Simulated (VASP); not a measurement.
**Pb: single point with r2SCAN**

Pb:

```xyz
1
Lattice="0.0000 2.4914 2.4914 2.4914 0.0000 2.4914 2.4914 2.4914 0.0000" Properties=species:S:1:pos:R:3 pbc="T T T"
Pb    0.0000    0.0000    0.0000
```

```json
{
 "Program": "VASP 6.6.1",
 "Task": "single point",
 "Functional": "r2SCAN",
 "Potentials or basis": "VASP PAW PBE potentials, release 64 (Pb_d)",
 "Cutoff": "520 eV",
 "k mesh": "9 × 9 × 9",
 "Occupations": "fermi-dirac, width 0.05 eV",
 "Spin": "non-collinear spin, zero start, spin-orbit coupling",
 "Starting moments": "[[0.0, 0.0, 0.0]] μB",
 "Dipole correction": "no",
 "Further INCAR settings": "ALGO = Normal; EDIFF = 1e-07; NBANDS = 25"
}
```

```
Pressure                                              : 0.3 GPa
Net moment                                            : 0.00 μB per cell
Valence electrons inside the program's atomic spheres : Pb 11.95
```

Moments on the atoms (μB; x, y, z):
```
Pb  0.00 0.00 0.00
```

Wall time 7.2 min on 1 thread of Intel(R) Xeon(R) Platinum 8259CL CPU @ 2.50GHz (Skylake/Cascade Lake), on a shared host, peak memory 0.3 GiB.

Caveat: the PAW data sets were made with another functional, which shifts forces and pressure a little.
